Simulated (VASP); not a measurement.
# GdN: single point with PBE

GdN:

```xyz
2
Lattice="0.0000 2.4586 2.4586 2.4586 0.0000 2.4586 2.4586 2.4586 0.0000" Properties=species:S:1:pos:R:3 pbc="T T T"
Gd    0.0000    0.0000    0.0000
N     2.4586    2.4586    2.4586
```

```json
{"Program": "VASP 6.6.1", "Task": "single point", "Functional": "PBE", "Potentials or basis": "VASP PAW PBE potentials, release 64 (Gd, N)", "Cutoff": "520 eV", "k mesh": "12 × 12 × 12", "Occupations": "gaussian, width 0.05 eV", "Spin": "collinear spin, ferromagnetic start", "Starting moments": "[7.54, 0.0] μB"}
```

The pressure is 6.6 GPa. The band gap on the k mesh is zero (filled and empty bands overlap). The net moment is 7.00 μB per cell and the site moments are Gd +6.80; N -0.09 μB. The valence electrons inside the program's atomic spheres are Gd 15.27; N 3.66.

Levels at points of the mesh, in eV from the Fermi level:
Spin up:
| k point | band 13 | band 14 | band 15 | band 16 | band 17 | band 18 |
| --- | --- | --- | --- | --- | --- | --- |
| (0.00, 0.00, 0.00) | 0.26 | 0.26 | 0.26 | 2.47 | 2.47 | 2.47 |
| (0.50, 0.00, 0.00) | -3.10 | -2.78 | -2.78 | 5.22 | 6.03 | 6.03 |
| (0.50, 0.50, 0.00) | -1.44 | -0.64 | -0.18 | -0.18 | 6.69 | 6.89 |
Spin down:
```
           k point  band 4  band 5  band 6  band 7  band 8  band 9  band 10  band 11  band 12  band 13
(0.00, 0.00, 0.00)  -18.40  -13.22   -0.97   -0.97   -0.97    1.74     2.33     2.33     2.33     3.00
(0.50, 0.00, 0.00)  -18.52  -11.09   -4.27   -2.65   -2.65    1.89     2.00     2.00     2.26     2.26
(0.50, 0.50, 0.00)  -18.89  -12.97   -1.07   -0.87   -0.87    0.10     2.05     2.12     2.17     2.17
```

Wall time 13 min on 1 thread of Intel Xeon 8259CL (shared host), peak memory 0.25 GiB.

Caveat: the cell stands under pressure; spin-orbit coupling is left out, which moves the levels of the heavy elements; a cell with one magnetic atom can't hold antiferromagnetic order, which such compounds often take; semilocal functionals describe open f shells poorly, which spoils levels, moments and volumes. With open d or f shells a metallic result of PBE can be an artefact of self-interaction; +U or a hybrid may open a gap.
